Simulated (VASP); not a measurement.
Input of a VASP 6.6.1 run:

File INCAR:

```
PREC = Accurate
ENCUT = 520
EDIFF = 1E-6
ISMEAR = 0
SIGMA = 0.1
LREAL = False
LASPH = True
NELM = 80
ALGO = Normal
ISIF = 2
LWAVE = False
LCHARG = True
GGA = PE
LELF = True
LVHAR = True
NBANDS = 21
```

KPOINTS

```
regular mesh
0
Gamma
  6 6 6
```

Contents of POSCAR:

```
Pb
1.0
    1.8333089303      1.0584614045      5.4941537335
   -1.8333089303      1.0584614045      5.4941537335
    0.0000000000     -2.1169228088      5.4941537335
Pb
2
Direct
    0.2500007643      0.2500007643      0.2500007643
    0.7499992357      0.7499992357      0.7499992357
```

Potentials or basis: VASP PAW PBE potentials, release 64 (Pb_d).

Run with:

```bash
$ cat potpaw_PBE.64/Pb_d/POTCAR > POTCAR
$ mpirun -np 1 vasp_std > vasp.out
```

(1) Estimate the pressure.

(2) Predict the band gap on the k mesh.

## Answers

(1) 0.3 GPa.

(2) zero (band 14 reaches 11.21 eV, above the bottom of band 15 at 5.18 eV).

Caveat: spin-orbit coupling is left out, which moves the levels of the heavy elements.
